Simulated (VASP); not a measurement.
Cd2S:

```
CELL_PARAMETERS angstrom
4.04192 0.00000 0.00000
-2.02096 3.50041 0.00000
0.00000 0.00000 5.80919
ATOMIC_POSITIONS crystal
Cd 0.33333 0.66667 0.93272
Cd 0.66667 0.33333 0.57873
S 0.33333 0.66667 0.36571
```

Base run:

| Property | Result |
| --- | --- |
| Program | VASP 6.6.1 |
| Functional | PBEsol |
| Potentials or basis | VASP PAW PBE potentials, release 64 (Cd, S) |
| Cutoff | 520 eV |
| k mesh | 6 × 6 × 4 |
| Occupations | fermi-dirac, width 0.05 eV |
| Spin | no spin polarisation |

Its results: band gap on the k mesh 0.10 eV, indirect (least direct gap 0.42 eV); pressure -3.9 GPa; largest force 0.235 eV/Å.

Question: The run is repeated on the same cell with these changes: k mesh from 6 × 6 × 4 to 8 × 8 × 5; further incar settings from ALGO = Normal; EDIFF = 1e-07; NBANDS = 22 to ALGO = Normal; EDIFF = 1e-06; NBANDS = 22. What comes out?

Answer: Band gap on the k mesh 0.27 eV, indirect (least direct gap 0.55 eV); pressure -3.8 GPa; largest force 0.255 eV/Å.

Caveats: the PAW data sets were made with another functional, which shifts forces and pressure a little.

A k mesh can miss the band edges.
